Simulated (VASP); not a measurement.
# Ge (Cmmm) in VASP: notebook

The runs below take Ge through single point, with r2SCAN, PBE, PBE0.

Everything below comes from runs of VASP 6.6.1. Logs are shortened: lines on timing, memory, paths and dates and some standing lists are left out, and cuts for length are marked.

### 1 The cell of the first run

It takes space group Cmmm (No. 65, orthorhombic). Conventional cell: a = 2.794 Å, b = 5.201 Å, c = 2.698 Å, α = 90.00°, β = 90.00°, γ = 90.00°. Ge (site symmetry mmm) has 8 Ge at 2.70 to 2.95 Å within 3.6 Å.

### 2 Single point, r2SCAN, non-collinear spin, zero start, spin-orbit coupling

Input file POSCAR:

```
Ge
1.0
    1.3971490000     -2.6005160000      0.0000000000
    1.3971490000      2.6005160000      0.0000000000
    0.0000000000      0.0000000000      2.6982310000
Ge
1
Direct
    0.5000000000      0.5000000000      0.0000000000
```

Input file INCAR.step1:

```
SYSTEM = Ge
ALGO = Normal
EDIFF = 1E-4
ENCUT = 520
GGA = PE
GGA_COMPAT = .FALSE.
ISMEAR = -1
LASPH = .TRUE.
LCHARG = .FALSE.
LNONCOLLINEAR = .TRUE.
LREAL = .FALSE.
LSORBIT = .TRUE.
LWAVE = .TRUE.
MAGMOM = 0 0 0
NBANDS = 25
NELM = 150
PREC = Accurate
SIGMA = 0.05
```

Input file INCAR.step2:

```
SYSTEM = Ge
ALGO = Normal
EDIFF = 1E-6
ENCUT = 520
GGA_COMPAT = .FALSE.
ISIF = 2
ISMEAR = -1
ISTART = 1
LASPH = .TRUE.
LCHARG = .FALSE.
LMIXTAU = .TRUE.
LNONCOLLINEAR = .TRUE.
LORBIT = 11
LORBMOM = .TRUE.
LREAL = .FALSE.
LSORBIT = .TRUE.
LWAVE = .FALSE.
MAGMOM = 0 0 0
METAGGA = R2SCAN
NBANDS = 25
NELM = 150
PREC = Accurate
SIGMA = 0.05
```

Input file KPOINTS:

```
k-points
0
G
  8 8 7
  0 0 0
```

Potentials or basis: VASP PAW PBE potentials, release 64 (Ge_d).

The run is started by

```console
cat potpaw_PBE.64/Ge_d/POTCAR > POTCAR
cp INCAR.step1 INCAR
mpirun -np 1 vasp_ncl > vasp.out
cp INCAR.step2 INCAR
mpirun -np 1 vasp_ncl > vasp.out
```

OUTCAR:

```text
SYSTEM = Ge
   EDIFF = 1E-6
   ENCUT = 520
   ISIF = 2
   ISMEAR = -1
   ISTART = 1
   LASPH = .TRUE.
   LNONCOLLINEAR = .TRUE.
   LORBIT = 11
   LREAL = .FALSE.
   LSORBIT = .TRUE.
   METAGGA = R2SCAN
   NELM = 150
   PREC = Accurate

 ion  position               nearest neighbor table
   1  0.500  0.500  0.000-

  LATTYP: Found a base centered orthorhombic cell.
 ALAT       =     2.7942980000
 B/A-ratio  =     1.8613018368
 C/A-ratio  =     0.9656203454

  Lattice vectors:

 A1 = (   1.3971490000,  -2.6005160000,   0.0000000000)
 A2 = (   1.3971490000,   2.6005160000,   0.0000000000)
 A3 = (   0.0000000000,   0.0000000000,   2.6982310000)

Analysis of symmetry for initial positions (statically):
=====================================================================
 Subroutine PRICEL returns:
 Original cell was already a primitive cell.

 Routine SETGRP: Setting up the symmetry group for a
 base centered orthorhombic supercell.

 Subroutine GETGRP returns: Found  8 space group operations
 (whereof  8 operations were pure point group operations)
 out of a pool of  8 trial point group operations.

The static configuration has the point symmetry D_2h.

Analysis of symmetry for dynamics (positions and initial velocities):
=====================================================================
 Subroutine PRICEL returns:
 Original cell was already a primitive cell.

 Routine SETGRP: Setting up the symmetry group for a
 base centered orthorhombic supercell.

 Subroutine GETGRP returns: Found  8 space group operations
 (whereof  8 operations were pure point group operations)
 out of a pool of  8 trial point group operations.

The dynamic configuration has the point symmetry D_2h.

Analysis of structural, dynamic, and magnetic symmetry:
=====================================================================
 Subroutine PRICEL returns:
 Original cell was already a primitive cell.

 Routine SETGRP: Setting up the symmetry group for a
 base centered orthorhombic supercell.

 Subroutine GETGRP returns: Found  8 space group operations
 (whereof  8 operations were pure point group operations)
 out of a pool of  8 trial point group operations.

The overall configuration has the point symmetry D_2h.

 Subroutine INISYM returns: Found  8 space group operations
 (whereof  8 operations are pure point group operations),
 and found     1 'primitive' translations

----------------------------------------------------------------------------------------

                                     Primitive cell

  volume of cell :      19.6070

  direct lattice vectors                    reciprocal lattice vectors
     1.397149000 -2.600516000  0.000000000     0.357871637 -0.192269534  0.000000000
     1.397149000  2.600516000  0.000000000     0.357871637  0.192269534  0.000000000
     0.000000000  0.000000000  2.698231000     0.000000000  0.000000000  0.370613191

  length of vectors
     2.952068562  2.952068562  2.698231000     0.406250763  0.406250763  0.370613191

  position of ions in fractional coordinates (direct lattice)
     0.500000000  0.500000000  0.000000000

  ion indices of the primitive-cell ions
   primitive index   ion index
                 1           1

----------------------------------------------------------------------------------------

 KPOINTS: k-points

Automatic generation of k-mesh.
 Grid dimensions read from file:
 generate k-points for:    8    8    7

 Generating k-lattice:

  Cartesian coordinates                     Fractional coordinates (reciprocal lattice)
     0.044733955 -0.024033692  0.000000000     0.125000000  0.000000000  0.000000000
     0.044733955  0.024033692  0.000000000     0.000000000  0.125000000  0.000000000
     0.000000000  0.000000000  0.052944742     0.000000000  0.000000000  0.142857143

  Length of vectors
     0.050781345  0.050781345  0.052944742

  Shift w.r.t. Gamma in fractional coordinates (k-lattice)
     0.000000000  0.000000000  0.000000000

 Subroutine IBZKPT returns following result:
 ===========================================

 Found     84 irreducible k-points:

 Following reciprocal coordinates:
            Coordinates               Weight
  0.000000  0.000000  0.000000      1.000000
  0.125000 -0.000000  0.000000      4.000000
  0.250000 -0.000000  0.000000      4.000000
  0.375000 -0.000000  0.000000      4.000000
  0.500000 -0.000000  0.000000      2.000000
  0.125000  0.125000  0.000000      2.000000
[... 16 lines left out ...]
  0.125000 -0.000000  0.142857      8.000000
  0.250000 -0.000000  0.142857      8.000000
 [... further k-points ...]
   k-points           NKPTS =     84   k-points in BZ     NKDIM =     84   number of bands    NBANDS=     25
   number of dos      NEDOS =    301   number of ions     NIONS =      1
   total plane-waves  NPLWV =  11520
   dimension x,y,z NGX =    24 NGY =   24 NGZ =   20
   dimension x,y,z NGXF=    48 NGYF=   48 NGZF=   40
   ions per type =               1
   NGX,Y,Z   is equivalent  to a cutoff of  13.52, 13.52, 12.32 a.u.
   NGXF,Y,Z  is equivalent  to a cutoff of  27.03, 27.03, 24.65 a.u.
 SYSTEM =  Ge
   PREC   = accura    normal or accurate (medium, high low for compatibility)
   ISTART =      1    job   : 0-new  1-cont  2-samecut
   ICHARG =      0    charge: 1-file 2-atom 10-const
   ISPIN  =      1    spin polarized calculation?
   LNONCOLLINEAR =      T non collinear calculations
   LSORBIT =      T    spin-orbit coupling
   LASPH  =      T    aspherical Exc in radial PAW
   ENCUT  =  520.0 eV  38.22 Ry    6.18 a.u.   5.49  5.49  5.02*2*pi/ulx,y,z
   NELM   =    150;   NELMIN=  2; NELMDL=  0     # of ELM steps
   EDIFF  = 0.1E-05   stopping-criterion for ELM
   LREAL  =      F    real-space projection
   EDIFFG = 0.1E-04   stopping-criterion for IOM
   NSW    =      0    number of steps for IOM
   IBRION =     -1    ionic relax: 0-MD 1-quasi-New 2-CG
   NFREE  =      0    steps in history (QN), initial steepest desc. (CG)
   ISIF   =      2    stress and relaxation
   ISYM   =      2    0-nonsym 1-usesym 2-fastsym
   POTIM  = 0.5000    time-step for ionic-motion
   TEBEG  =    0.0;   TEEND  =   0.0 temperature during run
   PSTRESS=    0.0 pullay stress
   NELECT =      14.0000    total number of electrons
   NUPDOWN=      -1.0000    fix difference up-down
   EMIN   =  10.00;   EMAX   =-10.00  energy-range for DOS
   EFERMI =   0.00;   METHOD = LEGACY
   ISMEAR =    -1;   SIGMA  =   0.05  broadening in eV -4-tet -1-fermi 0-gaus
   EFERMI_NEDOS =   21; number of points for ismear=-14 and -15
   IALGO  =     38    algorithm
   IMIX   =      4    mixing-type and parameters
     AMIX     =   0.40;   BMIX     =  1.00
     AMIX_MAG =   1.60;   BMIX_MAG =  1.00
  volume/ion in A,a.u.               =      19.61       132.31
  Fermi-wavevector in a.u.,A,eV,Ry     =   1.463234  2.765111 29.130796  2.141053
  Thomas-Fermi vector in A             =   2.579353
   LORBIT       =     11    0 simple, 1 ext, 2 COOP (PROOUT), +10 PAW based schemes
   METAGGA = R2SCAN    functional components
   LHFCALC =     F    Hartree Fock is set to
   AEXX    =    0.0000 exact exchange contribution
   IVDW    =     0    specifies the selected vdW correction
   LEPSILON=     F    determine dielectric tensor
   LRPA    =     F    only Hartree local field effects (RPA)
  energy-cutoff  :      520.00
  volume of cell :       19.61
 maximum number of plane-waves:      1082
 NGX is ok and might be reduce to    24
   NGX = 11   NGY = 11   NGZ = 11

 number of electron      14.0000003 magnetization       0.0000000      0.0000000     -0.0000000

 number of electron      14.0000003 magnetization       0.0000000     -0.0000000     -0.0000000

 Free energy of the ion-electron system (eV)
  ---------------------------------------------------
  ext. energy  EPLUGINS =         0.00000000
  ---------------------------------------------------
  free energy    TOTEN  =       -13.47285276 eV

  energy without entropy =      -13.46669185  energy(sigma->0) =      -13.46977231

 E-fermi :   5.8213     XC(G=0): -12.0795

 val. band max:        5.8185347825   @ k =   0.2500  -0.0000   0.2857
 cond. band min:       5.8467959407   @ k =   0.3750   0.2500   0.4286
 fundamental gap:      0.0282611582
 Fermi energy:         5.8212562801

 k-point     1 :       0.0000    0.0000    0.0000
  band No.  band energies     occupation
      1     -19.6328      1.00000
      2     -19.6328      1.00000
      3     -19.6191      1.00000
      4     -19.6191      1.00000
      5     -19.0698      1.00000
      6     -19.0698      1.00000
[... 17 lines left out ...]
     24      21.8923      0.00000
     25      22.2164      0.00000

 k-point     2 :       0.1250   -0.0000    0.0000
  band No.  band energies     occupation
      1     -19.6258      1.00000
      2     -19.6258      1.00000
      3     -19.6152      1.00000
      4     -19.6152      1.00000
      5     -19.0621      1.00000
      6     -19.0621      1.00000
[... 17 lines left out ...]
     24      21.3585      0.00000
     25      24.3451      0.00000

 k-point     3 :       0.2500   -0.0000    0.0000
  band No.  band energies     occupation
      1     -19.6189      1.00000
      2     -19.6189      1.00000
      3     -19.6005      1.00000
      4     -19.6005      1.00000
      5     -19.0475      1.00000
      6     -19.0475      1.00000
[... 552 lines left out ...]
 k-point    23 :       0.1250   -0.0000    0.1429
  band No.  band energies     occupation
      1     -19.6259      1.00000
      2     -19.6259      1.00000
      3     -19.5991      1.00000
      4     -19.5991      1.00000
      5     -19.0602      1.00000
      6     -19.0602      1.00000
[... 17 lines left out ...]
     24      22.5083      0.00000
     25      24.6377      0.00000

 k-point    24 :       0.2500   -0.0000    0.1429
  band No.  band energies     occupation
      1     -19.6161      1.00000
      2     -19.6161      1.00000
      3     -19.5893      1.00000
      4     -19.5893      1.00000
      5     -19.0450      1.00000
      6     -19.0450      1.00000
[... 17 lines left out ...]
     24      24.2298      0.00000
     25      26.0103      0.00000

 [... further k-points ...]

------------------------ aborting loop because EDIFF is reached ----------------------------------------

  FORCE on cell =-STRESS in cart. coord.  units (eV):
  Direction    XX          YY          ZZ          XY          YZ          ZX
  --------------------------------------------------------------------------------------
  -------------------------------------------------------------------------------------
  Total       -0.2505847     -0.6298280     -0.2386408      0.0000000      0.0000000      0.0000000
  in kB      -20.4764050    -51.4660916    -19.5004153      0.0000000      0.0000000      0.0000000
  external PRESSURE =     -30.4809706 kB  Pullay stress =       0.0000000 kB

 VOLUME and BASIS-vectors are now :
 -----------------------------------------------------------------------------
  energy-cutoff  :      520.00
  volume of cell :       19.61
      direct lattice vectors                 reciprocal lattice vectors
     1.397149000 -2.600516000  0.000000000     0.357871637 -0.192269534  0.000000000
     1.397149000  2.600516000  0.000000000     0.357871637  0.192269534  0.000000000
     0.000000000  0.000000000  2.698231000     0.000000000  0.000000000  0.370613191

 POSITION                                       TOTAL-FORCE (eV/Angst)
 -----------------------------------------------------------------------------------
      1.39715      0.00000      0.00000        -0.000000     -0.000000      0.000000
 -----------------------------------------------------------------------------------
    total drift:                               -0.000000     -0.000000      0.000000

  FREE ENERGIE OF THE ION-ELECTRON SYSTEM (eV)
  ---------------------------------------------------
  free  energy   TOTEN  =       -13.4728527616 eV

  energy  without entropy=      -13.4666918505  energy(sigma->0) =      -13.46977231

 orbital moment (x)

 # of ion     p       d       tot
 ----------------------------------------
  1         0.000   0.000   0.000
 ----------------------------------------
            0.000   0.000   0.000

 orbital moment (y)

 # of ion     p       d       tot
 ----------------------------------------
  1         0.000   0.000   0.000
 ----------------------------------------
            0.000   0.000   0.000

 orbital moment (z)

 # of ion     p       d       tot
 ----------------------------------------
  1         0.000   0.000   0.000
 ----------------------------------------
            0.000   0.000   0.000

 Spin-Orbit-Coupling matrix elements

 Ion:    1  E_soc:     -0.0171704
 l=   1
     0.0000000    -0.0020057    -0.0018897
    -0.0020057     0.0000000    -0.0019804
    -0.0018897    -0.0019804     0.0000000
 l=   2
     0.0000000    -0.0001817     0.0000000    -0.0001823    -0.0007215
    -0.0001817     0.0000000    -0.0005374    -0.0001840    -0.0001813
     0.0000000    -0.0005374     0.0000000    -0.0005401     0.0000000
    -0.0001823    -0.0001840    -0.0005401     0.0000000    -0.0001812
    -0.0007215    -0.0001813     0.0000000    -0.0001812     0.0000000
 l=   3
     0.0000000     0.0000000     0.0000000     0.0000000     0.0000000     0.0000000     0.0000000
     0.0000000     0.0000000     0.0000000     0.0000000     0.0000000     0.0000000     0.0000000
     0.0000000     0.0000000     0.0000000     0.0000000     0.0000000     0.0000000     0.0000000
     0.0000000     0.0000000     0.0000000     0.0000000     0.0000000     0.0000000     0.0000000
     0.0000000     0.0000000     0.0000000     0.0000000     0.0000000     0.0000000     0.0000000
     0.0000000     0.0000000     0.0000000     0.0000000     0.0000000     0.0000000     0.0000000
     0.0000000     0.0000000     0.0000000     0.0000000     0.0000000     0.0000000     0.0000000

 total charge

# of ion       s       p       d       tot
------------------------------------------
    1        1.199   0.999  10.018  12.216

 magnetization (x)

# of ion       s       p       d       tot
------------------------------------------
    1        0.000   0.000   0.000   0.000

 magnetization (y)

# of ion       s       p       d       tot
------------------------------------------
    1        0.000   0.000   0.000   0.000

 magnetization (z)

# of ion       s       p       d       tot
------------------------------------------
    1       -0.000  -0.000   0.000  -0.000
```

It took 6.8 min on 1 thread of Intel Xeon 8259CL, shared host; peak memory 0.24 GiB.

What came out:

| Item | Value |
| --- | --- |
| Free energy | -13.4729 eV |
| Pressure | -3.0 GPa |
| Net moment | 0.00 μB per cell |
| Valence electrons inside the program's atomic spheres | Ge 12.22 |

Stress tensor (GPa, compression positive):
```
-2.05  0.00  0.00
 0.00 -5.15  0.00
 0.00  0.00 -1.95
```

Moments on the atoms (μB; x, y, z):
```
Ge  0.00 0.00 0.00
```

Caveat: the cell stands under tension; the PAW data sets were made with another functional, which shifts forces and pressure a little.

[end of part 1 of 2]
